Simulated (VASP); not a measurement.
The system is Co.

```
Co
1.0
     2.47056    0.00000    0.00000
    -1.23528    2.13957    0.00000
     0.00000    0.00000    8.08823
Co
4
Direct
  0.66667 0.33333 0.75000
  0.00000 0.00000 0.50000
  0.33333 0.66667 0.25000
  0.00000 0.00000 0.00000
```

Base run:

| Property | Result |
| --- | --- |
| Program | VASP 6.6.1 |
| Functional | PBEsol |
| Potentials or basis | VASP PAW PBE potentials, release 64 (Co) |
| Cutoff | 520 eV |
| k mesh | 12 × 12 × 4 |
| Occupations | fermi-dirac, width 0.05 eV |
| Spin | collinear spin, ferrimagnetic start |
| Starting moments | [0.68, -2.21, 1.27, 0.83] μB |

Its results: pressure -12.5 GPa; net moment 2.22 μB per cell; site moments Co -0.14, -0.73, +1.52, +1.58 μB; largest force 0.433 eV/Å.

The run is repeated on the same cell with these changes: functional from PBEsol to PBE. What comes out?

Pressure -2.2 GPa; net moment 2.24 μB per cell; site moments Co -0.19, -0.69, +1.55, +1.59 μB; largest force 0.444 eV/Å.

PBE binds less tightly than PBEsol, so the same cell stands under more pressure.

Caveats: the PAW data sets were made with another functional, which shifts forces and pressure a little (some runs).
